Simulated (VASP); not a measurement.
A run of VASP 6.6.1 is set up as follows.

Contents of INCAR:

```
SYSTEM = BeC
  ALGO = Normal
  EDIFF = 1E-6
  ENCUT = 520
  GGA = PE
  ISIF = 2
  ISMEAR = 0
  ISPIN = 2
  LASPH = .True.
  LCHARG = .True.
  LELF = .True.
  LORBIT = 11
  LREAL = .False.
  LVHAR = .True.
  LWAVE = .False.
  MAGMOM = 0 0 0 0 1 1 1 1
  NBANDS = 26
  NELM = 150
  PREC = Accurate
  SIGMA = 0.1
```

Contents of KPOINTS:

```
k-points
0
Gamma
  6 6 2
  0 0 0
```

File POSCAR:

```
BeC
1.0
    2.9007271542      0.0000000000      0.0000000000
   -1.4503635771      2.5121034050      0.0000000000
    0.0000000000      0.0000000000      7.8206104985
Be C
4 4
Direct
    0.6666666667      0.3333333333      0.7500000000
    0.0000000000      0.0000000000      0.0000000000
    0.3333333333      0.6666666667      0.2500000000
    0.0000000000      0.0000000000      0.5000000000
    0.3333333333      0.6666666667      0.8403988532
    0.6666666667      0.3333333333      0.1596011468
    0.6666666667      0.3333333333      0.3403988532
    0.3333333333      0.6666666667      0.6596011468
```

Potentials or basis: VASP PAW PBE potentials, release 64 (Be, C).

Run with:

```console
$ cat potpaw_PBE.64/Be/POTCAR potpaw_PBE.64/C/POTCAR > POTCAR
$ mpirun -np 1 vasp_std > vasp.out
```

**Question.** Predict the largest force.

**Answer.** 0.086 eV/Å.

**Question.** Predict the net moment.

**Answer.** 0.00 μB per cell.

**Question.** Estimate the band gap on the k mesh.

**Answer.** Zero (filled and empty bands overlap).

Forces in eV/Å, atoms in the order of the input:
```
Be   0.000  0.000  0.000
Be   0.000  0.000  0.000
Be   0.000  0.000  0.000
Be   0.000  0.000  0.000
C    0.000  0.000  0.086
C    0.000  0.000 -0.086
C    0.000  0.000  0.086
C    0.000  0.000 -0.086
```

Caveat: the k points lie up to 0.42 Å⁻¹ apart.
